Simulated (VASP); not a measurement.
# BaTiO3 (Amm2) in VASP: single point with PBE+U

Aim: the single point of BaTiO3 with PBE+U.

Program: VASP 6.6.1. These are calculated values, not measurements. Logs are shortened: lines on timing, memory, paths and dates and some standing lists are left out, and cuts for length are marked.

## (1) The cell of the first run

The structure is orthorhombic, space group Amm2 (No. 38). Conventional cell: a = 3.984 Å, b = 5.674 Å, c = 5.692 Å, α = 90.00°, β = 90.00°, γ = 90.00°. Within 3.7 Å of Ba (site symmetry mm2) lie 12 O at 2.80 to 2.89 Å and 8 Ti at 3.44 to 3.51 Å. Ti (site symmetry mm2) has 6 O at 1.95 to 2.07 Å within 2.6 Å. Within 2.6 Å of O (site symmetry mm2) lie 2 Ti at 1.99 Å. Within 2.6 Å of O (site symmetry m) lie 2 Ti at 1.95 to 2.07 Å.

## (2) Single point, PBE+U, collinear spin

The input, INCAR:

```
ALGO = Normal
EDIFF = 1E-6
ENCUT = 600
GGA = PE
GGA_COMPAT = F
ISIF = 2
ISMEAR = 0
ISPIN = 2
LASPH = T
LCHARG = F
LDAU = T
LDAUJ = 0 0 0
LDAUL = -1 2 -1
LDAUPRINT = 1
LDAUTYPE = 2
LDAUU = 0 4 0
LMAXMIX = 4
LORBIT = 11
LREAL = F
LWAVE = F
MAGMOM = 0 1 0 0 0
NBANDS = 32
NELM = 200
PREC = Accurate
SIGMA = 0.1
```

The input, KPOINTS:

```
k-points
0
Gamma
  4 4 4
```

The input, POSCAR:

```
BaTiO3
1.0
    3.9841000000      0.0000000000      0.0000000000
    0.0000000000      2.8370500000      2.8458000000
    0.0000000000     -2.8370500000      2.8458000000
Ba Ti O
1 1 3
Direct
    0.0000000000      0.0000000000      0.0000000000
    0.5000000000      0.5079000000      0.5079000000
    0.0000000000      0.4921000000      0.4921000000
    0.5000000000      0.5025100000      0.9937100000
    0.5000000000      0.9937100000      0.5025100000
```

Potentials or basis: VASP PAW PBE potentials, release 64 (Ba_sv, Ti_sv, O).

Started as:

```console
$ cat potpaw_PBE.64/Ba_sv/POTCAR potpaw_PBE.64/Ti_sv/POTCAR potpaw_PBE.64/O/POTCAR > POTCAR
$ mpirun -np 1 vasp_std > vasp.out
```

OUTCAR:

```text
EDIFF = 1E-6
   ENCUT = 600
   GGA = PE
   ISIF = 2
   ISMEAR = 0
   ISPIN = 2
   LASPH = T
   LORBIT = 11
   LREAL = F
   NELM = 200
   PREC = Accurate

 ion  position               nearest neighbor table
   1  0.000  0.000  0.000-   3 2.80   4 2.82   5 2.82   4 2.82   5 2.82   4 2.84   5 2.84   5 2.84
                             4 2.84   3 2.84   3 2.84   3 2.89   2 3.44   2 3.44   2 3.47   2 3.47
   2  0.500  0.508  0.508-   4 1.95   5 1.95   3 1.99   3 1.99   5 2.07   4 2.07   1 3.44   1 3.44
                             1 3.47   1 3.47   1 3.47   1 3.47   1 3.51   1 3.51
   3  0.000  0.492  0.492-   2 1.99   2 1.99   1 2.80   1 2.84   1 2.84   1 2.89
   4  0.500  0.503  0.994-   2 1.95   2 2.07   1 2.82   1 2.82   1 2.84   1 2.84
   5  0.500  0.994  0.503-   2 1.95   2 2.07   1 2.82   1 2.82   1 2.84   1 2.84

  LATTYP: Found a base centered orthorhombic cell.
 ALAT       =     5.6741000000
 B/A-ratio  =     1.0030841896
 C/A-ratio  =     0.7021554079

  Lattice vectors:

 A1 = (   0.0000000000,   2.8370500000,  -2.8458000000)
 A2 = (   0.0000000000,   2.8370500000,   2.8458000000)
 A3 = (   3.9841000000,   0.0000000000,   0.0000000000)

Analysis of symmetry for initial positions (statically):
=====================================================================
 Subroutine PRICEL returns:
 Original cell was already a primitive cell.

 Routine SETGRP: Setting up the symmetry group for a
 base centered orthorhombic supercell.

 Subroutine GETGRP returns: Found  4 space group operations
 (whereof  4 operations were pure point group operations)
 out of a pool of  8 trial point group operations.

The static configuration has the point symmetry C_2v.

Analysis of symmetry for dynamics (positions and initial velocities):
=====================================================================
 Subroutine PRICEL returns:
 Original cell was already a primitive cell.

 Routine SETGRP: Setting up the symmetry group for a
 base centered orthorhombic supercell.

 Subroutine GETGRP returns: Found  4 space group operations
 (whereof  4 operations were pure point group operations)
 out of a pool of  8 trial point group operations.

The dynamic configuration has the point symmetry C_2v.

Analysis of structural, dynamic, and magnetic symmetry:
=====================================================================
 Subroutine PRICEL returns:
 Original cell was already a primitive cell.

 Routine SETGRP: Setting up the symmetry group for a
 base centered orthorhombic supercell.

 Subroutine GETGRP returns: Found  4 space group operations
 (whereof  4 operations were pure point group operations)
 out of a pool of  8 trial point group operations.

The overall configuration has the point symmetry C_2v.

 Subroutine INISYM returns: Found  4 space group operations
 (whereof  4 operations are pure point group operations),
 and found     1 'primitive' translations

----------------------------------------------------------------------------------------

                                     Primitive cell

  volume of cell :      64.3327

  direct lattice vectors                    reciprocal lattice vectors
     3.984100000  0.000000000  0.000000000     0.250997716  0.000000000  0.000000000
     0.000000000  2.837050000  2.845800000     0.000000000  0.176239404  0.175697519
     0.000000000 -2.837050000  2.845800000     0.000000000 -0.176239404  0.175697519

  length of vectors
     3.984100000  4.018386535  4.018386535     0.250997716  0.248857280  0.248857280

  position of ions in fractional coordinates (direct lattice)
     0.000000000  0.000000000  0.000000000
     0.500000000  0.507900000  0.507900000
     0.000000000  0.492100000  0.492100000
     0.500000000  0.502510000  0.993710000
     0.500000000  0.993710000  0.502510000

  ion indices of the primitive-cell ions
   primitive index   ion index
                 1           1
[... 95 lines left out ...]
  Thomas-Fermi vector in A             =   2.520554
   LORBIT       =     11    0 simple, 1 ext, 2 COOP (PROOUT), +10 PAW based schemes
 LDA+U is selected, type is set to LDAUTYPE =  2
   angular momentum for each species LDAUL =    -1    2   -1
   U (eV)           for each species LDAUU =   0.0  4.0  0.0
   J (eV)           for each species LDAUJ =   0.0  0.0  0.0
   GGA     = PE    functional components
   LHFCALC =     F    Hartree Fock is set to
   AEXX    =    0.0000 exact exchange contribution
   IVDW    =     0    specifies the selected vdW correction
   LEPSILON=     F    determine dielectric tensor
   LRPA    =     F    only Hartree local field effects (RPA)
 spin polarized calculation
 Gauss-broadening in eV      SIGMA  =   0.10
  energy-cutoff  :      600.00
  volume of cell :       64.33
 maximum number of plane-waves:      2176
 NGX is ok and might be reduce to    32
   NGX = 15   NGY = 17   NGZ = 17

 number of electron      39.9999994 magnetization      -0.0000938

atom =   2  type =  2  l = 2

 onsite density matrix

spin component  1

  0.1052  0.0000  0.0000  0.0000  0.0000
  0.0000  0.2360  0.0000  0.0000  0.0000
  0.0000  0.0000  0.1372  0.0000 -0.0573
  0.0000  0.0000  0.0000  0.1060  0.0000
  0.0000  0.0000 -0.0573  0.0000  0.2052

spin component  2

  0.1052  0.0000  0.0000  0.0000  0.0000
  0.0000  0.2359  0.0000  0.0000  0.0000
  0.0000  0.0000  0.1371  0.0000 -0.0573
  0.0000  0.0000  0.0000  0.1060  0.0000
  0.0000  0.0000 -0.0573  0.0000  0.2052

 occupancies and eigenvectors

  o =  0.1046  v =  0.0000  0.0000 -0.8691  0.0000 -0.4947  0.0000  0.0000  0.0000  0.0000  0.0000      0.0000  0.0000  0.0000  0.0000  0.0000  0.0000  0.0000  0.0000  0.0000  0.0000
  o =  0.1046  v =  0.0000  0.0000  0.0000  0.0000  0.0000  0.0000  0.0000 -0.8691  0.0000 -0.4947      0.0000  0.0000  0.0000  0.0000  0.0000  0.0000  0.0000  0.0000  0.0000  0.0000
  o =  0.1052  v =  1.0000  0.0000  0.0000  0.0000  0.0000  0.0000  0.0000  0.0000  0.0000  0.0000      0.0000  0.0000  0.0000  0.0000  0.0000  0.0000  0.0000  0.0000  0.0000  0.0000
  o =  0.1052  v =  0.0000  0.0000  0.0000  0.0000  0.0000  1.0000  0.0000  0.0000  0.0000  0.0000      0.0000  0.0000  0.0000  0.0000  0.0000  0.0000  0.0000  0.0000  0.0000  0.0000
  o =  0.1060  v =  0.0000  0.0000  0.0000  1.0000  0.0000  0.0000  0.0000  0.0000  0.0000  0.0000      0.0000  0.0000  0.0000  0.0000  0.0000  0.0000  0.0000  0.0000  0.0000  0.0000
  o =  0.1060  v =  0.0000  0.0000  0.0000  0.0000  0.0000  0.0000  0.0000  0.0000  1.0000  0.0000      0.0000  0.0000  0.0000  0.0000  0.0000  0.0000  0.0000  0.0000  0.0000  0.0000
  o =  0.2359  v =  0.0000  0.0000  0.0000  0.0000  0.0000  0.0000  1.0000  0.0000  0.0000  0.0000      0.0000  0.0000  0.0000  0.0000  0.0000  0.0000  0.0000  0.0000  0.0000  0.0000
  o =  0.2360  v =  0.0000  1.0000  0.0000  0.0000  0.0000  0.0000  0.0000  0.0000  0.0000  0.0000      0.0000  0.0000  0.0000  0.0000  0.0000  0.0000  0.0000  0.0000  0.0000  0.0000
  o =  0.2378  v =  0.0000  0.0000  0.0000  0.0000  0.0000  0.0000  0.0000 -0.4947  0.0000  0.8691      0.0000  0.0000  0.0000  0.0000  0.0000  0.0000  0.0000  0.0000  0.0000  0.0000
  o =  0.2378  v =  0.0000  0.0000 -0.4947  0.0000  0.8691  0.0000  0.0000  0.0000  0.0000  0.0000      0.0000  0.0000  0.0000  0.0000  0.0000  0.0000  0.0000  0.0000  0.0000  0.0000

 number of electron      39.9999994 magnetization       0.0000073

 Free energy of the ion-electron system (eV)
  ---------------------------------------------------
  ext. energy  EPLUGINS =         0.00000000
  ---------------------------------------------------
  free energy    TOTEN  =       -37.28163379 eV

  energy without entropy =      -37.28163379  energy(sigma->0) =      -37.28163379

 E-fermi :   4.5577     XC(G=0): -11.2476

 val. band max:        3.9493273475   @ k =   0.5000   0.5000   0.5000
 cond. band min:       6.1932331358   @ k =   0.0000   0.0000   0.0000
 fundamental gap:      2.2439057882
 Fermi energy:         4.5576892566

 spin component 1

 k-point     1 :       0.0000    0.0000    0.0000
  band No.  band energies     occupation
      1     -53.7753      1.00000
      2     -29.9425      1.00000
      3     -29.9407      1.00000
      4     -29.9351      1.00000
      5     -20.8846      1.00000
      6     -12.9990      1.00000
[... 724 lines left out ...]
     31      16.4105      0.00000
     32      19.0365      0.00000
 Fermi energy:         4.5576892566

 spin component 2

 k-point     1 :       0.0000    0.0000    0.0000
  band No.  band energies     occupation
      1     -53.7754      1.00000
      2     -29.9426      1.00000
      3     -29.9407      1.00000
      4     -29.9352      1.00000
      5     -20.8846      1.00000
      6     -12.9990      1.00000
[... 724 lines left out ...]
     31      16.4104      0.00000
     32      19.0386      0.00000

------------------------ aborting loop because EDIFF is reached ----------------------------------------

  FORCE on cell =-STRESS in cart. coord.  units (eV):
  Direction    XX          YY          ZZ          XY          YZ          ZX
  --------------------------------------------------------------------------------------
  -------------------------------------------------------------------------------------
  Total        2.9973863      2.6968006      2.3951709      0.0000000      0.0000000      0.0000000
  in kB       74.6486074     67.1626502     59.6506925      0.0000000      0.0000000      0.0000000
  external PRESSURE =      67.1539834 kB  Pullay stress =       0.0000000 kB

 VOLUME and BASIS-vectors are now :
 -----------------------------------------------------------------------------
  energy-cutoff  :      600.00
  volume of cell :       64.33
      direct lattice vectors                 reciprocal lattice vectors
     3.984100000  0.000000000  0.000000000     0.250997716  0.000000000  0.000000000
     0.000000000  2.837050000  2.845800000     0.000000000  0.176239404  0.175697519
     0.000000000 -2.837050000  2.845800000     0.000000000 -0.176239404  0.175697519

 POSITION                                       TOTAL-FORCE (eV/Angst)
 -----------------------------------------------------------------------------------
      0.00000      0.00000      0.00000         0.000000      0.000000      0.098389
      1.99205      0.00000      2.89076         0.000000      0.000000     -0.192951
      0.00000      0.00000      2.80084         0.000000      0.000000      0.090187
      1.99205     -1.39356      4.25794         0.000000     -0.181032      0.002187
      1.99205      1.39356      4.25794         0.000000      0.181032      0.002187
 -----------------------------------------------------------------------------------
    total drift:                                0.000000     -0.000000      0.000206

  FREE ENERGIE OF THE ION-ELECTRON SYSTEM (eV)
  ---------------------------------------------------
  free  energy   TOTEN  =       -37.2816337850 eV

  energy  without entropy=      -37.2816337850  energy(sigma->0) =      -37.28163379

 total charge

# of ion       s       p       d       tot
------------------------------------------
    1        2.009   5.653   0.334   7.995
    2        2.220   6.285   1.553  10.058
    3        1.559   3.491   0.000   5.050
    4        1.559   3.488   0.000   5.046
    5        1.559   3.488   0.000   5.046
--------------------------------------------------
tot          8.905  22.404   1.887  33.196

 magnetization (x)

# of ion       s       p       d       tot
------------------------------------------
    1        0.000   0.000  -0.000   0.000
    2        0.000  -0.000  -0.000  -0.000
    3        0.000   0.000   0.000   0.000
    4        0.000   0.000   0.000   0.000
    5        0.000   0.000   0.000   0.000
--------------------------------------------------
tot          0.000   0.000  -0.000   0.000
```

Wall time 1.9 min (1 thread of Oxide Virtual Turin-like, shared host); peak memory 0.22 GiB.

What came out:

```yaml
Free_energy: -37.2816 eV
Pressure: 6.7 GPa
Largest_force: 0.193 eV/Å
Band_gap_on_the_k_mesh: 2.24 eV (least direct gap 2.46 eV)
Net_moment: 0.00 μB per cell
Valence_electrons_inside_the_program's_atomic_spheres: Ba 8.00; Ti 10.06; O 5.05
```

Forces on the atoms (eV/Å):
```
Ba   0.000  0.000  0.098
Ti   0.000  0.000 -0.193
O    0.000  0.000  0.090
O    0.000 -0.181  0.002
O    0.000  0.181  0.002
```

Stress tensor (GPa, compression positive):
```
7.46 0.00 0.00
0.00 6.72 0.00
0.00 0.00 5.97
```

Eigenvalues of the final occupation matrices:
| site | spin | trace | eigenvalues |
| --- | --- | --- | --- |
| site 2 d | 1 | 0.79 | 0.10 0.11 0.11 0.24 0.24 |
| site 2 d | 2 | 0.79 | 0.10 0.11 0.11 0.24 0.24 |

Caveat: the cell stands under pressure; spin-orbit coupling is left out, which moves the levels of the heavy elements. A k mesh can miss the band edges.
